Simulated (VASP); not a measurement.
# NaTi2Pt3 (P-3m1) in VASP: further runs

Runs on NaTi2Pt3. Level: PBE. Tasks: single point.

Everything below comes from runs of VASP 6.6.1. Logs are shortened: lines on timing, memory, paths and dates and some standing lists are left out, and cuts for length are marked.

**1. The cell of the first run**

It takes space group P-3m1 (No. 164, trigonal). The conventional cell has a = 5.078 Å, b = 5.078 Å, c = 6.219 Å, α = 90.00°, β = 90.00°, γ = 120.00°. Na (site symmetry -3m) has 8 Pt at 3.11 Å and 6 Ti at 3.59 Å within 4.1 Å. Ti (site symmetry 3m) has 8 Pt at 3.11 Å and 3 Na at 3.59 Å and 3 Ti at 3.59 Å within 4.1 Å. Within 4.1 Å of Pt (site symmetry 3m) lie 5 Ti at 3.11 Å and 3 Na at 3.11 Å and 6 Pt at 3.59 Å. Within 4.1 Å of Pt (site symmetry -3m) lie 6 Ti at 3.11 Å and 2 Na at 3.11 Å and 6 Pt at 3.59 Å.

**2. Single point, PBE**

INCAR

```
SYSTEM = NaTi2Pt3
PREC = Accurate ; ENCUT = 520
EDIFF = 1E-6 ; ISMEAR = 0
SIGMA = 0.1 ; LREAL = .FALSE.
LASPH = .TRUE. ; NELM = 100
ALGO = Fast ; ISIF = 2
LWAVE = .FALSE. ; LCHARG = .FALSE.
GGA = PE ; NBANDS = 40
```

KPOINTS

```
regular mesh
0
G
  6 6 4
  0 0 0
```

POSCAR

```
NaTi2Pt3
1.0
    5.0775200700      0.0000000000      0.0000000000
   -2.5387600400      4.3972613700      0.0000000000
    0.0000000000      0.0000000000      6.2186666700
Na Ti Pt
1 2 3
Direct
    0.0000000000      0.0000000000      0.0000000000
    0.6666666700      0.3333333300      0.3333333300
    0.3333333300      0.6666666700      0.6666666700
    0.3333333300      0.6666666700      0.1666666700
    0.0000000000      0.0000000000      0.5000000000
    0.6666666700      0.3333333300      0.8333333300
```

Potentials or basis: VASP PAW PBE potentials, release 64 (Na_pv, Ti_sv, Pt).

Command:

```sh
$ cat potpaw_PBE.64/Na_pv/POTCAR potpaw_PBE.64/Ti_sv/POTCAR potpaw_PBE.64/Pt/POTCAR > POTCAR
$ mpirun -np 1 vasp_std > vasp.out
```

OUTCAR:

```text
SYSTEM = NaTi2Pt3
   PREC = Accurate
   ENCUT = 520
   EDIFF = 1E-6
   ISMEAR = 0
   LREAL = .FALSE.
   LASPH = .TRUE.
   NELM = 100
   ISIF = 2
   GGA = PE

 ion  position               nearest neighbor table
   1  0.000  0.000  0.000-   4 3.11   6 3.11   5 3.11   5 3.11   6 3.11   4 3.11   6 3.11   4 3.11

   2  0.667  0.333  0.333-   4 3.11   4 3.11   5 3.11   6 3.11   6 3.11   5 3.11   5 3.11   4 3.11

   3  0.333  0.667  0.667-   6 3.11   6 3.11   5 3.11   4 3.11   4 3.11   5 3.11   5 3.11   6 3.11

   4  0.333  0.667  0.167-   2 3.11   2 3.11   1 3.11   3 3.11   3 3.11   1 3.11   1 3.11   2 3.11

   5  0.000  0.000  0.500-   2 3.11   3 3.11   1 3.11   1 3.11   2 3.11   3 3.11   2 3.11   3 3.11

   6  0.667  0.333  0.833-   3 3.11   3 3.11   1 3.11   2 3.11   2 3.11   1 3.11   1 3.11   3 3.11

  LATTYP: Found a hexagonal cell.
 ALAT       =     5.0775200700
 C/A-ratio  =     1.2247448724

  Lattice vectors:

 A1 = (   5.0775200700,   0.0000000000,   0.0000000000)
 A2 = (  -2.5387600400,   4.3972613700,   0.0000000000)
 A3 = (   0.0000000000,   0.0000000000,   6.2186666700)

Analysis of symmetry for initial positions (statically):
=====================================================================
 Subroutine PRICEL returns:
 Original cell was already a primitive cell.

 Routine SETGRP: Setting up the symmetry group for a
 hexagonal supercell.

 Subroutine GETGRP returns: Found 12 space group operations
 (whereof 12 operations were pure point group operations)
 out of a pool of 24 trial point group operations.

The static configuration has the point symmetry D_3d.

Analysis of symmetry for dynamics (positions and initial velocities):
=====================================================================
 Subroutine PRICEL returns:
 Original cell was already a primitive cell.

 Routine SETGRP: Setting up the symmetry group for a
 hexagonal supercell.

 Subroutine GETGRP returns: Found 12 space group operations
 (whereof 12 operations were pure point group operations)
 out of a pool of 24 trial point group operations.

The dynamic configuration has the point symmetry D_3d.

 Subroutine INISYM returns: Found 12 space group operations
 (whereof 12 operations are pure point group operations),
 and found     1 'primitive' translations

----------------------------------------------------------------------------------------

[... 102 lines left out ...]
   NSW    =      0    number of steps for IOM
   IBRION =     -1    ionic relax: 0-MD 1-quasi-New 2-CG
   NFREE  =      0    steps in history (QN), initial steepest desc. (CG)
   ISIF   =      2    stress and relaxation
   ISYM   =      2    0-nonsym 1-usesym 2-fastsym
   POTIM  = 0.5000    time-step for ionic-motion
   TEBEG  =    0.0;   TEEND  =   0.0 temperature during run
   PSTRESS=    0.0 pullay stress
   NELECT =      61.0000    total number of electrons
   NUPDOWN=      -1.0000    fix difference up-down
   EMIN   =  10.00;   EMAX   =-10.00  energy-range for DOS
   EFERMI =   0.00;   METHOD = LEGACY
   ISMEAR =     0;   SIGMA  =   0.10  broadening in eV -4-tet -1-fermi 0-gaus
   EFERMI_NEDOS =   21; number of points for ismear=-14 and -15
   IALGO  =     68    algorithm
   IMIX   =      4    mixing-type and parameters
     AMIX     =   0.40;   BMIX     =  1.00
     AMIX_MAG =   1.60;   BMIX_MAG =  1.00
  volume/ion in A,a.u.               =      23.14       156.16
  Fermi-wavevector in a.u.,A,eV,Ry     =   1.244537  2.351833 21.073677  1.548872
  Thomas-Fermi vector in A             =   2.378799
   LORBIT       =      0    0 simple, 1 ext, 2 COOP (PROOUT), +10 PAW based schemes
   GGA     = PE    functional components
   LHFCALC =     F    Hartree Fock is set to
   AEXX    =    0.0000 exact exchange contribution
   IVDW    =     0    specifies the selected vdW correction
   LEPSILON=     F    determine dielectric tensor
   LRPA    =     F    only Hartree local field effects (RPA)
 non-spin polarized calculation
 RMM-DIIS sequential band-by-band and
 Gauss-broadening in eV      SIGMA  =   0.10
  energy-cutoff  :      520.00
  volume of cell :      138.85
 maximum number of plane-waves:      3786
 NGX is ok and might be reduce to    40
   NGX = 19   NGY = 19   NGZ = 23

 number of electron      61.0000006 magnetization

 Free energy of the ion-electron system (eV)
  ---------------------------------------------------
  ext. energy  EPLUGINS =         0.00000000
  ---------------------------------------------------
  free energy    TOTEN  =       -34.42729819 eV

  energy without entropy =      -34.37738795  energy(sigma->0) =      -34.40234307

 E-fermi :   4.6882     XC(G=0): -10.1973

 val. band max:        4.6849872626   @ k =   0.0000   0.0000   0.0000
 cond. band min:       4.6943722247   @ k =   0.0000   0.3333   0.2500
 fundamental gap:      0.0093849621
 Fermi energy:         4.6881699421

 k-point     1 :       0.0000    0.0000    0.0000
  band No.  band energies     occupation
      1     -53.5585      2.00000
      2     -53.5551      2.00000
      3     -29.7439      2.00000
      4     -29.7439      2.00000
      5     -29.7293      2.00000
      6     -29.7293      2.00000
[... 1021 lines left out ...]
     39       5.9398      0.00000
     40       6.0744      0.00000

------------------------ aborting loop because EDIFF is reached ----------------------------------------

  FORCE on cell =-STRESS in cart. coord.  units (eV):
  Direction    XX          YY          ZZ          XY          YZ          ZX
  --------------------------------------------------------------------------------------
  -------------------------------------------------------------------------------------
  Total      -19.2753094    -19.2753094    -18.5901150      0.0000000      0.0000000     -0.0000000
  in kB     -222.4235321   -222.4235322   -214.5168702      0.0000003      0.0000000     -0.0000000
  external PRESSURE =    -219.7879782 kB  Pullay stress =       0.0000000 kB

 VOLUME and BASIS-vectors are now :
 -----------------------------------------------------------------------------
  energy-cutoff  :      520.00
  volume of cell :      138.85
      direct lattice vectors                 reciprocal lattice vectors
     5.077520070  0.000000000  0.000000000     0.196946538  0.113707137  0.000000000
    -2.538760040  4.397261370  0.000000000     0.000000000  0.227414274  0.000000000
     0.000000000  0.000000000  6.218666670     0.000000000  0.000000000  0.160806175

 POSITION                                       TOTAL-FORCE (eV/Angst)
 -----------------------------------------------------------------------------------
      0.00000      0.00000      0.00000         0.000000      0.000000      0.000000
      2.53876      1.46575      2.07289         0.000000      0.000000      0.041948
     -0.00000      2.93151      4.14578        -0.000000     -0.000000     -0.041948
     -0.00000      2.93151      1.03644         0.000000     -0.000000      0.866013
      0.00000      0.00000      3.10933         0.000000      0.000000      0.000000
      2.53876      1.46575      5.18222         0.000000      0.000000     -0.866013
 -----------------------------------------------------------------------------------
    total drift:                                0.000000     -0.000000     -0.000000

  FREE ENERGIE OF THE ION-ELECTRON SYSTEM (eV)
  ---------------------------------------------------
  free  energy   TOTEN  =       -34.4272981890 eV

  energy  without entropy=      -34.3773879526  energy(sigma->0) =      -34.40234307
```

Wall time 4.9 min (1 thread of Intel Xeon 6975P-C (Granite Rapids), shared host); peak memory 0.33 GiB.

Results:

| Item | Value |
| --- | --- |
| Free energy | -34.4273 eV |
| Pressure | -22.0 GPa |
| Largest force | 0.866 eV/Å |

Forces on the atoms (eV/Å):
```
Na   0.000  0.000  0.000
Ti   0.000  0.000  0.042
Ti   0.000  0.000 -0.042
Pt   0.000  0.000  0.866
Pt   0.000  0.000  0.000
Pt   0.000  0.000 -0.866
```

Caveat: spin-orbit coupling is left out, which moves the levels of the heavy elements.

**3. Single point, PBE**

This run uses another cell than the first one, of 17.18 Å³/atom, 0.742 times its volume.

INCAR

```
SYSTEM = NaTi2Pt3
ALGO = Fast
EDIFF = 1E-6
ENCUT = 520
GGA = PE
ISIF = 2
ISMEAR = 0
LASPH = .TRUE.
LCHARG = .FALSE.
LREAL = .FALSE.
LWAVE = .FALSE.
NBANDS = 40
NELM = 60
PREC = Accurate
SIGMA = 0.1
```

KPOINTS

```
k-points
0
G
  6 6 4
  0 0 0
```

POSCAR

```
NaTi2Pt3
1.0
    4.4847468072      0.0000000025      0.0000000000
   -2.2423734058      3.8839046633      0.0000000000
    0.0000000000      0.0000000000      5.9175138871
Na Ti Pt
1 2 3
Direct
    0.0000000000      0.0000000000      0.0000000000
    0.6666666667      0.3333333333      0.3205261758
    0.3333333333      0.6666666667      0.6794738242
    0.3333333333      0.6666666667      0.2475588865
    0.0000000000      0.0000000000      0.5000000000
    0.6666666667      0.3333333333      0.7524411135
```

Potentials or basis: VASP PAW PBE potentials, release 64 (Na_pv, Ti_sv, Pt).

Command:

```sh
$ cat potpaw_PBE.64/Na_pv/POTCAR potpaw_PBE.64/Ti_sv/POTCAR potpaw_PBE.64/Pt/POTCAR > POTCAR
$ mpirun -np 1 vasp_std > vasp.out
```

It took 2.8 min on 1 thread of Intel Xeon 6975P-C (Granite Rapids), shared host; peak memory 0.29 GiB.

The run converged. Its results:

- Free energy: -38.9260 eV
- Pressure: 0.0 GPa
- Largest force: 0.010 eV/Å

Forces on the atoms (eV/Å):
```
Na   0.000  0.000  0.000
Ti   0.000  0.000 -0.004
Ti   0.000  0.000  0.004
Pt   0.000  0.000 -0.010
Pt   0.000  0.000  0.000
Pt   0.000  0.000  0.010
```

Stress tensor (GPa, compression positive):
```
-0.08  0.00  0.00
 0.00 -0.08  0.00
 0.00  0.00  0.11
```

Levels at points of the mesh, in eV from the Fermi level:
| k point | band 28 | band 29 | band 30 | band 31 | band 32 | band 33 | band 34 | band 35 |
| --- | --- | --- | --- | --- | --- | --- | --- | --- |
| (0.00, 0.00, 0.00) | -1.91 | -0.91 | -0.44 | -0.44 | 0.93 | 0.93 | 1.27 | 1.27 |
| (0.50, 0.00, 0.00) | -1.53 | -0.56 | -0.45 | 0.55 | 0.91 | 1.05 | 1.07 | 1.17 |
| (0.00, 0.00, 0.50) | -1.43 | -1.09 | -0.88 | -0.88 | 0.73 | 0.73 | 1.04 | 1.29 |
| (0.50, 0.00, 0.50) | -2.13 | -1.77 | -0.71 | 0.23 | 0.61 | 0.77 | 1.03 | 1.10 |

Caveat: spin-orbit coupling is left out, which moves the levels of the heavy elements.
